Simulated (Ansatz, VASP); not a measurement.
## AlN in VASP and in Ansatz

INCAR

```
  ALGO = Normal
  EDIFF = 1E-6
  ENCUT = 600
  GGA = PS
  GGA_COMPAT = False
  ISIF = 2
  ISMEAR = 1
  LASPH = True
  LCHARG = True
  LELF = True
  LREAL = False
  LVHAR = True
  LWAVE = False
  NBANDS = 11
  NELM = 120
  PREC = Accurate
  SIGMA = 0.001
```

Contents of KPOINTS:

```
k-points
0
Gamma
  6 6 6
```

Contents of POSCAR:

```
AlN
1.0
    2.5854596279      0.0000000000      0.0000000000
    0.0000000000      2.5854596279      0.0000000000
    0.0000000000      0.0000000000      2.5854596279
Al N
1 1
Direct
    0.0000000000      0.0000000000      0.0000000000
    0.5000000000      0.5000000000      0.5000000000
```

Input for Ansatz:

```yaml
crystal:
  lattice:
    - [2.5854596279, 0.0, 0.0]
    - [0.0, 2.5854596279, 0.0]
    - [0.0, 0.0, 2.5854596279]
  atoms:
    - { symbol: Al, position: [0.0, 0.0, 0.0] }
    - { symbol: "N", position: [0.5, 0.5, 0.5] }
kpoints:
  mp_grid: { grid: [6, 6, 6] }
hamiltonian:
  xc: pbesol
scf:
  occupations: { method: cold, width: 0.001 }
  n_extra_bands: 4
output:
  forces: true
  stress: true
  eigenvalues: true
```

Alike in both runs: task single point; functional PBEsol; k mesh 6 × 6 × 6; no spin polarisation.

|  | VASP | Ansatz |
| --- | --- | --- |
| version | VASP 6.6.1 | Ansatz 0.2.0 |
| potentials or method | VASP PAW PBE potentials, release 64 (Al, N) | plane waves |
| plane-wave cutoff (eV) | 600 | 420 |
| occupations | methfessel-paxton of order 1, width 0.001 eV | cold, width 0.001 eV |
| valence electrons in the cell | 8 | 8 |

VASP gave:

| Item | Value |
| --- | --- |
| pressure (GPa) | 0.8 |

Question: What did Ansatz give for the same quantities?

Answer: Pressure (GPa): 1.0.

VASP's potentials were made for PBE, not for PBEsol.

The k mesh is coarse, so the values compare programs but aren't converged.
